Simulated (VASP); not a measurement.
# RbAl2 (I4/mcm) in VASP: single point with PBE

Aim: the single point of RbAl2 with PBE.

All numbers are computed with VASP 6.6.1; they aren't measurements. Logs are shortened: lines on timing, memory, paths and dates and some standing lists are left out, and cuts for length are marked.

### Step 1. The cell of the first run

It takes space group I4/mcm (No. 140, tetragonal). Conventional cell: a = 8.107 Å, b = 8.107 Å, c = 6.361 Å, α = 90.00°, β = 90.00°, γ = 90.00°. Within 4.2 Å of Rb (site symmetry 422) lie 2 Rb at 3.18 Å and 8 Al at 3.64 Å. Al (site symmetry m2m) has 1 Al at 2.56 Å within 3.4 Å.

### Step 2. Single point, PBE

Contents of INCAR:

```
PREC = Accurate
ENCUT = 520
EDIFF = 1E-6
ISMEAR = 0
SIGMA = 0.1
LREAL = False
LASPH = True
NELM = 100
ALGO = Fast
ISIF = 2
LWAVE = False
LCHARG = False
GGA = PE
NBANDS = 24
```

Contents of KPOINTS:

```
Automatic mesh
0
Gamma
  8 8 8
```

Contents of POSCAR:

```
RbAl2
1.0
   -4.0534205251      4.0534205251      3.1803352576
    4.0534205251     -4.0534205251      3.1803352576
    4.0534205251      4.0534205251     -3.1803352576
Rb Al
2 4
Direct
    0.2500000000      0.2500000000      0.0000000000
    0.7500000000      0.7500000000      0.0000000000
    0.6116115679      0.1116115679      0.7232231357
    0.1116115679      0.3883884321      0.5000000000
    0.3883884321      0.8883884321      0.2767768643
    0.8883884321      0.6116115679      0.5000000000
```

Potentials or basis: VASP PAW PBE potentials, release 64 (Rb_sv, Al).

Started as:

```
$ cat potpaw_PBE.64/Rb_sv/POTCAR potpaw_PBE.64/Al/POTCAR > POTCAR
$ mpirun -np 1 vasp_std > vasp.out
```

OUTCAR:

```text
PREC = Accurate
   ENCUT = 520
   EDIFF = 1E-6
   ISMEAR = 0
   LREAL = False
   LASPH = True
   NELM = 100
   ISIF = 2
   GGA = PE

 ion  position               nearest neighbor table
   1  0.250  0.250  0.000-   2 3.18   2 3.18   4 3.64   4 3.64   6 3.64   6 3.64   3 3.64   5 3.64
                             3 3.64   5 3.64   2 5.73   2 5.73   2 5.73   2 5.73
   2  0.750  0.750  0.000-   1 3.18   1 3.18   6 3.64   6 3.64   4 3.64   4 3.64   5 3.64   3 3.64
                             5 3.64   3 3.64   1 5.73   1 5.73   1 5.73   1 5.73
   3  0.612  0.112  0.723-   5 2.56   2 3.64   1 3.64   2 3.64   1 3.64
   4  0.112  0.388  0.500-   6 2.56   1 3.64   2 3.64   1 3.64   2 3.64
   5  0.388  0.888  0.277-   3 2.56   1 3.64   2 3.64   2 3.64   1 3.64
   6  0.888  0.612  0.500-   4 2.56   2 3.64   1 3.64   2 3.64   1 3.64

  LATTYP: Found a body centered tetragonal cell.
 ALAT       =     8.1068410502
 C/A-ratio  =     0.7846053075

  Lattice vectors:

 A1 = (  -4.0534205251,   4.0534205251,   3.1803352576)
 A2 = (   4.0534205251,  -4.0534205251,   3.1803352576)
 A3 = (   4.0534205251,   4.0534205251,  -3.1803352576)

Analysis of symmetry for initial positions (statically):
=====================================================================
 Subroutine PRICEL returns:
 Original cell was already a primitive cell.

 Routine SETGRP: Setting up the symmetry group for a
 body centered tetragonal supercell.

 Subroutine GETGRP returns: Found 16 space group operations
 (whereof  8 operations were pure point group operations)
 out of a pool of 16 trial point group operations.

The static configuration has the point symmetry C_4h.
 The point group associated with its full space group is D_4h.

Analysis of symmetry for dynamics (positions and initial velocities):
=====================================================================
 Subroutine PRICEL returns:
 Original cell was already a primitive cell.

 Routine SETGRP: Setting up the symmetry group for a
 body centered tetragonal supercell.

 Subroutine GETGRP returns: Found 16 space group operations
 (whereof  8 operations were pure point group operations)
 out of a pool of 16 trial point group operations.

The dynamic configuration has the point symmetry C_4h.
 The point group associated with its full space group is D_4h.

 Subroutine INISYM returns: Found 16 space group operations
 (whereof  8 operations are pure point group operations),
 and found     1 'primitive' translations

----------------------------------------------------------------------------------------

                                     Primitive cell

  volume of cell :     209.0144

  direct lattice vectors                    reciprocal lattice vectors
    -4.053420525  4.053420525  3.180335258     0.000000000  0.123352610  0.157216130
     4.053420525 -4.053420525  3.180335258     0.123352610  0.000000000  0.157216130
     4.053420525  4.053420525 -3.180335258     0.123352610  0.123352610  0.000000000

  length of vectors
     6.555529594  6.555529594  6.555529594     0.199831874  0.199831874  0.174446934

  position of ions in fractional coordinates (direct lattice)
     0.250000000  0.250000000  0.000000000
     0.750000000  0.750000000  0.000000000
     0.611611568  0.111611568  0.723223136
     0.111611568  0.388388432  0.500000000
     0.388388432  0.888388432  0.276776864
     0.888388432  0.611611568  0.500000000

  ion indices of the primitive-cell ions
   primitive index   ion index
                 1           1
                 2           2
                 3           3
                 4           4
                 5           5
                 6           6

----------------------------------------------------------------------------------------

 KPOINTS: Automatic mesh

Automatic generation of k-mesh.
 Grid dimensions read from file:
 generate k-points for:    8    8    8

 Generating k-lattice:

  Cartesian coordinates                     Fractional coordinates (reciprocal lattice)
     0.000000000  0.015419076  0.019652016     0.125000000  0.000000000  0.000000000
     0.015419076  0.000000000  0.019652016     0.000000000  0.125000000  0.000000000
     0.015419076  0.015419076  0.000000000     0.000000000  0.000000000  0.125000000

  Length of vectors
     0.024978984  0.024978984  0.021805867

  Shift w.r.t. Gamma in fractional coordinates (k-lattice)
     0.000000000  0.000000000  0.000000000

 Subroutine IBZKPT returns following result:
 ===========================================

 Found     59 irreducible k-points:

 Following reciprocal coordinates:
            Coordinates               Weight
  0.000000  0.000000  0.000000      1.000000
  0.125000 -0.000000  0.000000      8.000000
  0.250000 -0.000000  0.000000      8.000000
  0.375000  0.000000  0.000000      8.000000
  0.500000 -0.000000  0.000000      4.000000
  0.125000  0.125000  0.000000      8.000000
[... 16 lines left out ...]
  0.250000  0.125000  0.125000     16.000000
  0.375000  0.125000  0.125000      8.000000
 [... further k-points ...]
   k-points           NKPTS =     59   k-points in BZ     NKDIM =     59   number of bands    NBANDS=     24
   number of dos      NEDOS =    301   number of ions     NIONS =      6
   total plane-waves  NPLWV = 125000
   dimension x,y,z NGX =    50 NGY =   50 NGZ =   50
   dimension x,y,z NGXF=   100 NGYF=  100 NGZF=  100
   ions per type =               2   4
   NGX,Y,Z   is equivalent  to a cutoff of  12.68, 12.68, 12.68 a.u.
   NGXF,Y,Z  is equivalent  to a cutoff of  25.36, 25.36, 25.36 a.u.
 SYSTEM =  unknown system
   PREC   = accura    normal or accurate (medium, high low for compatibility)
   ISTART =      0    job   : 0-new  1-cont  2-samecut
   ICHARG =      2    charge: 1-file 2-atom 10-const
   ISPIN  =      1    spin polarized calculation?
   LNONCOLLINEAR =      F non collinear calculations
   LSORBIT =      F    spin-orbit coupling
   LASPH  =      T    aspherical Exc in radial PAW
   ENCUT  =  520.0 eV  38.22 Ry    6.18 a.u.  12.19 12.19 12.19*2*pi/ulx,y,z
   NELM   =    100;   NELMIN=  2; NELMDL= -5     # of ELM steps
   EDIFF  = 0.1E-05   stopping-criterion for ELM
   LREAL  =      F    real-space projection
   EDIFFG = 0.1E-04   stopping-criterion for IOM
   NSW    =      0    number of steps for IOM
   IBRION =     -1    ionic relax: 0-MD 1-quasi-New 2-CG
   NFREE  =      0    steps in history (QN), initial steepest desc. (CG)
   ISIF   =      2    stress and relaxation
   ISYM   =      2    0-nonsym 1-usesym 2-fastsym
   POTIM  = 0.5000    time-step for ionic-motion
   TEBEG  =    0.0;   TEEND  =   0.0 temperature during run
   PSTRESS=    0.0 pullay stress
   NELECT =      30.0000    total number of electrons
   NUPDOWN=      -1.0000    fix difference up-down
   EMIN   =  10.00;   EMAX   =-10.00  energy-range for DOS
   EFERMI =   0.00;   METHOD = LEGACY
   ISMEAR =     0;   SIGMA  =   0.10  broadening in eV -4-tet -1-fermi 0-gaus
   EFERMI_NEDOS =   21; number of points for ismear=-14 and -15
   IALGO  =     68    algorithm
   IMIX   =      4    mixing-type and parameters
     AMIX     =   0.40;   BMIX     =  1.00
     AMIX_MAG =   1.60;   BMIX_MAG =  1.00
  volume/ion in A,a.u.               =      34.84       235.08
  Fermi-wavevector in a.u.,A,eV,Ry     =   0.857149  1.619777  9.996269  0.734705
  Thomas-Fermi vector in A             =   1.974159
   LORBIT       =      0    0 simple, 1 ext, 2 COOP (PROOUT), +10 PAW based schemes
   GGA     = PE    functional components
   LHFCALC =     F    Hartree Fock is set to
   AEXX    =    0.0000 exact exchange contribution
   IVDW    =     0    specifies the selected vdW correction
   LEPSILON=     F    determine dielectric tensor
   LRPA    =     F    only Hartree local field effects (RPA)
 non-spin polarized calculation
 RMM-DIIS sequential band-by-band and
 Gauss-broadening in eV      SIGMA  =   0.10
  energy-cutoff  :      520.00
  volume of cell :      209.01
 maximum number of plane-waves:      5674
 NGX is ok and might be reduce to    50
   NGX = 25   NGY = 25   NGZ = 25

 number of electron      30.0000000 magnetization

 Free energy of the ion-electron system (eV)
  ---------------------------------------------------
  ext. energy  EPLUGINS =         0.00000000
  ---------------------------------------------------
  free energy    TOTEN  =       -11.94283287 eV

  energy without entropy =      -11.92206087  energy(sigma->0) =      -11.93244687

 E-fermi :   2.2299     XC(G=0):  -7.8409

 val. band max:        2.2285729667   @ k =  -0.3750   0.5000   0.3750
 cond. band min:       2.2353813937   @ k =   0.2500  -0.0000   0.0000
 fundamental gap:      0.0068084270
 Fermi energy:         2.2299351036

 k-point     1 :       0.0000    0.0000    0.0000
  band No.  band energies     occupation
      1     -26.0227      2.00000
      2     -25.7305      2.00000
      3     -11.2591      2.00000
      4     -10.1264      2.00000
      5     -10.1264      2.00000
      6      -9.7739      2.00000
[... 16 lines left out ...]
     23       6.1584      0.00000
     24       7.3414      0.00000

 k-point     2 :       0.1250   -0.0000    0.0000
  band No.  band energies     occupation
      1     -26.0120      2.00000
      2     -25.7422      2.00000
      3     -11.1907      2.00000
      4     -10.1149      2.00000
      5     -10.1145      2.00000
      6      -9.7890      2.00000
[... 16 lines left out ...]
     23       6.5424      0.00000
     24       6.9037      0.00000

 k-point     3 :       0.2500   -0.0000    0.0000
  band No.  band energies     occupation
      1     -25.9816      2.00000
      2     -25.7751      2.00000
      3     -10.9923      2.00000
      4     -10.0814      2.00000
      5     -10.0799      2.00000
      6      -9.8315      2.00000
[... 16 lines left out ...]
     23       5.9981      0.00000
     24       6.0721      0.00000
[... 514 lines left out ...]
 k-point    23 :       0.2500    0.1250    0.1250
  band No.  band energies     occupation
      1     -25.9355      2.00000
      2     -25.8238      2.00000
      3     -10.6839      2.00000
      4     -10.0424      2.00000
      5     -10.0167      2.00000
      6      -9.9008      2.00000
[... 16 lines left out ...]
     23       5.7498      0.00000
     24       6.2443      0.00000

 k-point    24 :       0.3750    0.1250    0.1250
  band No.  band energies     occupation
      1     -25.8802      2.00000
      2     -25.8802      2.00000
      3     -10.2982      2.00000
      4     -10.2982      2.00000
      5      -9.9739      2.00000
      6      -9.9739      2.00000
[... 16 lines left out ...]
     23       6.0107      0.00000
     24       6.0108      0.00000

 [... further k-points ...]

------------------------ aborting loop because EDIFF is reached ----------------------------------------

  FORCE on cell =-STRESS in cart. coord.  units (eV):
  Direction    XX          YY          ZZ          XY          YZ          ZX
  --------------------------------------------------------------------------------------
  -------------------------------------------------------------------------------------
  Total        0.0220246      0.0220246      0.0438821      0.0000000      0.0000000      0.0000000
  in kB        0.1688271      0.1688271      0.3363733      0.0000000      0.0000000      0.0000000
  external PRESSURE =       0.2246758 kB  Pullay stress =       0.0000000 kB

 VOLUME and BASIS-vectors are now :
 -----------------------------------------------------------------------------
  energy-cutoff  :      520.00
  volume of cell :      209.01
      direct lattice vectors                 reciprocal lattice vectors
    -4.053420525  4.053420525  3.180335258     0.000000000  0.123352610  0.157216130
     4.053420525 -4.053420525  3.180335258     0.123352610  0.000000000  0.157216130
     4.053420525  4.053420525 -3.180335258     0.123352610  0.123352610  0.000000000

 POSITION                                       TOTAL-FORCE (eV/Angst)
 -----------------------------------------------------------------------------------
      0.00000      0.00000      1.59017         0.000000     -0.000000     -0.000000
      0.00000      0.00000      4.77050         0.000000     -0.000000     -0.000000
      0.90482      4.95824      0.00000        -0.000811     -0.000811      0.000000
      3.14860      0.90482      0.00000         0.000811     -0.000811     -0.000000
      3.14860     -0.90482      3.18034         0.000811      0.000811     -0.000000
      0.90482      3.14860      3.18034        -0.000811      0.000811     -0.000000
 -----------------------------------------------------------------------------------
    total drift:                                0.000000      0.000000     -0.000000

  FREE ENERGIE OF THE ION-ELECTRON SYSTEM (eV)
  ---------------------------------------------------
  free  energy   TOTEN  =       -11.9428328682 eV

  energy  without entropy=      -11.9220608667  energy(sigma->0) =      -11.93244687
```

Wall time 4 min (1 thread of Intel Xeon 6975P-C (Granite Rapids), shared host); peak memory 0.5 GiB.

What came out:

```yaml
Free_energy: -11.9428 eV
Pressure: 0.0 GPa
Band_gap_on_the_k_mesh: zero (bands 15 and 16 overlap by 1.34 eV)
```
